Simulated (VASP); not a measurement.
# W in VASP: single point with PBE

Aim: the single point of W with PBE.

Program: VASP 6.6.1. These are calculated values, not measurements. Logs are shortened: lines on timing, memory, paths and dates and some standing lists are left out, and cuts for length are marked.

## 1. The cell of the first run

The cell holds a slab with vacuum, 3 atoms: a = 2.757 Å, b = 2.757 Å, c = 19.502 Å, α = 90.00°, β = 90.00°, γ = 109.47°.

## 2. Single point, PBE

File INCAR:

```
ALGO     = Normal         # electronic algorithm
DIPOL    = 0.5 0.5 0.500
EDIFF    = 1E-6           # SCF threshold, eV
ENCUT    = 520            # plane-wave cutoff, eV
GGA      = PE             # functional
IDIPOL   = 3            
ISIF     = 2              # what is computed and relaxed
ISMEAR   = 0              # smearing method
LASPH    = True           # aspherical terms in the spheres
LCHARG   = True           # write CHGCAR
LDIPOL   = True         
LELF     = True           # ELF
LREAL    = False          # projectors in reciprocal space
LVACPOTAV= True         
LVHAR    = True         
LWAVE    = False          # write WAVECAR
NBANDS   = 28             # bands
NELM     = 100            # most SCF steps
PREC     = Accurate       # precision mode
SIGMA    = 0.1            # smearing width, eV
```

File KPOINTS:

```
k-points
0
Gamma
  13 13 1
```

File POSCAR:

```
W
1.0
    2.7570398384      0.0000000000      0.0000000000
   -0.9190132795      2.5993620877      0.0000000000
    0.0000000000      0.0000000000     19.5022272031
W
3
Direct
    0.5000000000      0.5000000000      0.3845714606
    0.0000000000      0.0000000000      0.5000000000
    0.5000000000      0.5000000000      0.6154285394
```

Potentials or basis: VASP PAW PBE potentials, release 64 (W_sv).

On the command line:

```sh
> cat potpaw_PBE.64/W_sv/POTCAR > POTCAR
> mpirun -np 1 vasp_std > vasp.out
```

OUTCAR:

```text
EDIFF = 1E-6
   ENCUT = 520
   GGA = PE
   ISIF = 2
   ISMEAR = 0
   LASPH = True
   LREAL = False
   NELM = 100
   PREC = Accurate

 ion  position               nearest neighbor table
   1  0.500  0.500  0.385-   2 2.76   2 2.76   2 3.18   2 3.18
   2  0.000  0.000  0.500-   1 2.76   3 2.76   1 2.76   3 2.76   1 3.18   3 3.18   1 3.18   3 3.18

   3  0.500  0.500  0.615-   2 2.76   2 2.76   2 3.18   2 3.18

  LATTYP: Found a base centered orthorhombic cell.
 ALAT       =     3.1835553858
 B/A-ratio  =     1.4142135624
 C/A-ratio  =     6.1259267831

  Lattice vectors:

 A1 = (   2.7570398384,   0.0000000000,   0.0000000000)
 A2 = (  -0.9190132795,   2.5993620877,   0.0000000000)
 A3 = (   0.0000000000,   0.0000000000,  19.5022272031)

Analysis of symmetry for initial positions (statically):
=====================================================================
 Subroutine PRICEL returns:
 Original cell was already a primitive cell.

 Routine SETGRP: Setting up the symmetry group for a
 base centered orthorhombic supercell.

 Subroutine GETGRP returns: Found  8 space group operations
 (whereof  8 operations were pure point group operations)
 out of a pool of  8 trial point group operations.

The static configuration has the point symmetry D_2h.

Analysis of symmetry for dynamics (positions and initial velocities):
=====================================================================
 Subroutine PRICEL returns:
 Original cell was already a primitive cell.

 Routine SETGRP: Setting up the symmetry group for a
 base centered orthorhombic supercell.

 Subroutine GETGRP returns: Found  8 space group operations
 (whereof  8 operations were pure point group operations)
 out of a pool of  8 trial point group operations.

The dynamic configuration has the point symmetry D_2h.

 Subroutine INISYM returns: Found  8 space group operations
 (whereof  8 operations are pure point group operations),
 and found     1 'primitive' translations

----------------------------------------------------------------------------------------

                                     Primitive cell

  volume of cell :     139.7636

  direct lattice vectors                    reciprocal lattice vectors
     2.757039838  0.000000000  0.000000000     0.362707853  0.128236591  0.000000000
    -0.919013280  2.599362088  0.000000000     0.000000000  0.384709773  0.000000000
     0.000000000  0.000000000 19.502227203     0.000000000  0.000000000  0.051276195

  length of vectors
     2.757039838  2.757039838 19.502227203     0.384709774  0.384709773  0.051276195

  position of ions in fractional coordinates (direct lattice)
     0.500000000  0.500000000  0.384571461
     0.000000000  0.000000000  0.500000000
     0.500000000  0.500000000  0.615428539

  ion indices of the primitive-cell ions
   primitive index   ion index
                 1           1
                 2           2
                 3           3

----------------------------------------------------------------------------------------

 KPOINTS: k-points

Automatic generation of k-mesh.
 Grid dimensions read from file:
 generate k-points for:   13   13    1

 Generating k-lattice:

  Cartesian coordinates                     Fractional coordinates (reciprocal lattice)
     0.027900604  0.009864353  0.000000000     0.076923077 -0.000000000  0.000000000
     0.000000000  0.029593059  0.000000000     0.000000000  0.076923077  0.000000000
     0.000000000  0.000000000  0.051276195     0.000000000  0.000000000  1.000000000

  Length of vectors
     0.029593060  0.029593059  0.051276195

  Shift w.r.t. Gamma in fractional coordinates (k-lattice)
     0.000000000  0.000000000  0.000000000

 Subroutine IBZKPT returns following result:
 ===========================================

 Found     49 irreducible k-points:

 Following reciprocal coordinates:
            Coordinates               Weight
  0.000000  0.000000  0.000000      1.000000
  0.076923 -0.000000  0.000000      4.000000
  0.153846  0.000000  0.000000      4.000000
  0.230769  0.000000  0.000000      4.000000
  0.307692  0.000000  0.000000      4.000000
  0.384615  0.000000  0.000000      4.000000
[... 16 lines left out ...]
  0.384615  0.153846  0.000000      4.000000
  0.461538  0.153846  0.000000      4.000000
 [... further k-points ...]
   k-points           NKPTS =     49   k-points in BZ     NKDIM =     49   number of bands    NBANDS=     28
   number of dos      NEDOS =    301   number of ions     NIONS =      3
   total plane-waves  NPLWV =  86400
   dimension x,y,z NGX =    24 NGY =   24 NGZ =  150
   dimension x,y,z NGXF=    48 NGYF=   48 NGZF=  300
   ions per type =               3
   NGX,Y,Z   is equivalent  to a cutoff of  14.47, 14.47, 12.79 a.u.
   NGXF,Y,Z  is equivalent  to a cutoff of  28.94, 28.94, 25.57 a.u.
 SYSTEM =  unknown system
   PREC   = accura    normal or accurate (medium, high low for compatibility)
   ISTART =      0    job   : 0-new  1-cont  2-samecut
   ICHARG =      2    charge: 1-file 2-atom 10-const
   ISPIN  =      1    spin polarized calculation?
   LNONCOLLINEAR =      F non collinear calculations
   LSORBIT =      F    spin-orbit coupling
   LASPH  =      T    aspherical Exc in radial PAW
   ENCUT  =  520.0 eV  38.22 Ry    6.18 a.u.   5.13  5.13 36.26*2*pi/ulx,y,z
   NELM   =    100;   NELMIN=  2; NELMDL= -5     # of ELM steps
   EDIFF  = 0.1E-05   stopping-criterion for ELM
   LREAL  =      F    real-space projection
   EDIFFG = 0.1E-04   stopping-criterion for IOM
   NSW    =      0    number of steps for IOM
   IBRION =     -1    ionic relax: 0-MD 1-quasi-New 2-CG
   NFREE  =      0    steps in history (QN), initial steepest desc. (CG)
   ISIF   =      2    stress and relaxation
   ISYM   =      2    0-nonsym 1-usesym 2-fastsym
   POTIM  = 0.5000    time-step for ionic-motion
   TEBEG  =    0.0;   TEEND  =   0.0 temperature during run
   PSTRESS=    0.0 pullay stress
   NELECT =      42.0000    total number of electrons
   NUPDOWN=      -1.0000    fix difference up-down
   EMIN   =  10.00;   EMAX   =-10.00  energy-range for DOS
   EFERMI =   0.00;   METHOD = LEGACY
   ISMEAR =     0;   SIGMA  =   0.10  broadening in eV -4-tet -1-fermi 0-gaus
   EFERMI_NEDOS =   21; number of points for ismear=-14 and -15
   IALGO  =     38    algorithm
   IMIX   =      4    mixing-type and parameters
     AMIX     =   0.40;   BMIX     =  1.00
     AMIX_MAG =   1.60;   BMIX_MAG =  1.00
  volume/ion in A,a.u.               =      46.59       314.39
  Fermi-wavevector in a.u.,A,eV,Ry     =   1.096545  2.072170 16.359803  1.202412
  Thomas-Fermi vector in A             =   2.232889
   LORBIT       =      0    0 simple, 1 ext, 2 COOP (PROOUT), +10 PAW based schemes
   GGA     = PE    functional components
   LHFCALC =     F    Hartree Fock is set to
   AEXX    =    0.0000 exact exchange contribution
   IVDW    =     0    specifies the selected vdW correction
   LEPSILON=     F    determine dielectric tensor
   LRPA    =     F    only Hartree local field effects (RPA)
 non-spin polarized calculation
 Gauss-broadening in eV      SIGMA  =   0.10
  energy-cutoff  :      520.00
  volume of cell :      139.76
 maximum number of plane-waves:      3796
 NGX is ok and might be reduce to    24
   NGX = 11   NGY = 11   NGZ = 73

 number of electron      41.9999997 magnetization

 dipolmoment           0.000000      0.000000     -0.000000 electrons x Angstroem

 Free energy of the ion-electron system (eV)
  ---------------------------------------------------
  ext. energy  EPLUGINS =         0.00000000
  ---------------------------------------------------
  free energy    TOTEN  =       -35.83577233 eV

  energy without entropy =      -35.82340868  energy(sigma->0) =      -35.82959051

 E-fermi :   0.7504     XC(G=0):  -5.7929

 val. band max:        0.7403394089   @ k =  -0.0769   0.0769   0.0000
 cond. band min:       0.7641568253   @ k =   0.4615   0.3077   0.0000
 fundamental gap:      0.0238174164
 Fermi energy:         0.7503878397

 k-point     1 :       0.0000    0.0000    0.0000
  band No.  band energies     occupation
      1     -73.4608      2.00000
      2     -73.2729      2.00000
      3     -73.2626      2.00000
      4     -38.0681      2.00000
      5     -37.6395      2.00000
      6     -37.3682      2.00000
[... 20 lines left out ...]
     27       3.1075      0.00000
     28       3.1461      0.00000

 k-point     2 :       0.0769   -0.0000    0.0000
  band No.  band energies     occupation
      1     -73.4567      2.00000
      2     -73.2694      2.00000
      3     -73.2596      2.00000
      4     -38.0532      2.00000
      5     -37.6534      2.00000
      6     -37.3745      2.00000
[... 20 lines left out ...]
     27       3.1542      0.00000
     28       3.2485      0.00000

 k-point     3 :       0.1538    0.0000    0.0000
  band No.  band energies     occupation
      1     -73.4453      2.00000
      2     -73.2597      2.00000
      3     -73.2516      2.00000
      4     -38.0114      2.00000
      5     -37.7070      2.00000
      6     -37.4021      2.00000
[... 20 lines left out ...]
     27       3.0648      0.00000
     28       3.5440      0.00000

 k-point     4 :       0.2308    0.0000    0.0000
  band No.  band energies     occupation
      1     -73.4292      2.00000
      2     -73.2461      2.00000
      3     -73.2402      2.00000
      4     -37.9538      2.00000
      5     -37.8240      2.00000
      6     -37.4468      2.00000
[... 578 lines left out ...]
     27       3.8547      0.00000
     28       4.4784      0.00000

 k-point    23 :       0.3846    0.1538    0.0000
  band No.  band energies     occupation
      1     -73.3835      2.00000
      2     -73.2073      2.00000
      3     -73.2073      2.00000
      4     -38.1243      2.00000
      5     -37.8903      2.00000
      6     -37.6977      2.00000
[... 20 lines left out ...]
     27       4.2437      0.00000
     28       4.9377      0.00000

 k-point    24 :       0.4615    0.1538    0.0000
  band No.  band energies     occupation
      1     -73.3789      2.00000
      2     -73.2022      2.00000
      3     -73.2016      2.00000
      4     -38.1770      2.00000
      5     -37.9254      2.00000
      6     -37.7692      2.00000
[... 20 lines left out ...]
     27       4.6461      0.00000
     28       6.1487      0.00000

 [... further k-points ...]

------------------------ aborting loop because EDIFF is reached ----------------------------------------

  FORCE on cell =-STRESS in cart. coord.  units (eV):
  Direction    XX          YY          ZZ          XY          YZ          ZX
  --------------------------------------------------------------------------------------
  -------------------------------------------------------------------------------------
  Total       -4.6264382     -5.2201725     -2.8251856     -0.8396671      0.0000000      0.0000000
  in kB      -53.0350904    -59.8413529    -32.3864639     -9.6255088      0.0000000      0.0000000
  external PRESSURE =     -48.4209691 kB  Pullay stress =       0.0000000 kB

 VOLUME and BASIS-vectors are now :
 -----------------------------------------------------------------------------
  energy-cutoff  :      520.00
  volume of cell :      139.76
      direct lattice vectors                 reciprocal lattice vectors
     2.757039838  0.000000000  0.000000000     0.362707853  0.128236591  0.000000000
    -0.919013280  2.599362088  0.000000000     0.000000000  0.384709773  0.000000000
     0.000000000  0.000000000 19.502227203     0.000000000  0.000000000  0.051276195

 POSITION                                       TOTAL-FORCE (eV/Angst)
 -----------------------------------------------------------------------------------
      0.91901      1.29968      7.50000        -0.000000      0.000000      0.620100
      0.00000      0.00000      9.75111        -0.000000      0.000000      0.000000
      0.91901      1.29968     12.00223         0.000000      0.000000     -0.620100
 -----------------------------------------------------------------------------------
    total drift:                                0.000000     -0.000000     -0.000000

  FREE ENERGIE OF THE ION-ELECTRON SYSTEM (eV)
  ---------------------------------------------------
  free  energy   TOTEN  =       -35.8357723342 eV

  energy  without entropy=      -35.8234086762  energy(sigma->0) =      -35.82959051

 vacuum level on the upper side and lower side of the slab         5.644         5.644
```

Run time: 3.8 min. Hardware: 1 thread of Intel Xeon Platinum 8375C at 2.90GHz (Ice Lake), shared host; peak memory 0.35 GiB.

What came out:

```
Free energy            : -35.8358 eV
Largest force          : 0.620 eV/Å
Band gap on the k mesh : zero (band 21 reaches 1.85 eV, above the bottom of band 22 at 0.21 eV)
```

Forces in eV/Å, atoms in the order of the input:
```
W    0.000  0.000  0.620
W    0.000  0.000  0.000
W    0.000  0.000 -0.620
```

Caveat: spin-orbit coupling is left out, which moves the levels of the heavy elements.
